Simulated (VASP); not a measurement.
# Pt: single point with PBE

Crystal: Pt.

```xyz
1
Lattice="-1.5842 1.5842 1.5842 1.5842 -1.5842 1.5842 1.5842 1.5842 -1.5842" Properties=species:S:1:pos:R:3 pbc="T T T"
Pt    0.0000    0.0000    0.0000
```

| Quantity | Value |
| --- | --- |
| Program | VASP 6.6.1 |
| Task | single point |
| Functional | PBE |
| Potentials or basis | VASP PAW PBE potentials, release 64 (Pt) |
| Cutoff | 500 eV |
| k mesh | 12 × 12 × 12 |
| Occupations | gaussian, width 0.023 eV |
| Spin | no spin polarisation |
| Dipole correction | no |
| Further INCAR settings | ALGO = Normal; EDIFF = 1e-06; NBANDS = 11 |

```json
{"Pressure": "-1.9 GPa", "Band gap on the k mesh": "zero (band 5 reaches 11.08 eV, above the bottom of band 6 at 8.94 eV)"}
```

Levels at points of the mesh, in eV from the Fermi level:
| k point | band 1 | band 2 | band 3 | band 4 | band 5 | band 6 | band 7 | band 8 | band 9 | band 10 |
| --- | --- | --- | --- | --- | --- | --- | --- | --- | --- | --- |
| (0.00, 0.00, 0.00) | -9.31 | -3.32 | -3.32 | -3.32 | -0.87 | -0.87 | 17.22 | 17.22 | 17.22 | 27.17 |
| (0.50, 0.00, 0.00) | -6.38 | -4.73 | -1.05 | -0.55 | 0.41 | 1.15 | 6.36 | 13.39 | 15.92 | 24.11 |
| (0.50, 0.50, 0.50) | -5.89 | -5.89 | 0.63 | 0.63 | 0.63 | 7.77 | 7.77 | 7.77 | 12.81 | 19.04 |

Wall time 18 s on 1 thread of AMD EPYC 7R13, on a shared host, peak memory 0.1 GiB.

Caveat: spin-orbit coupling is left out, which moves the levels of the heavy elements.
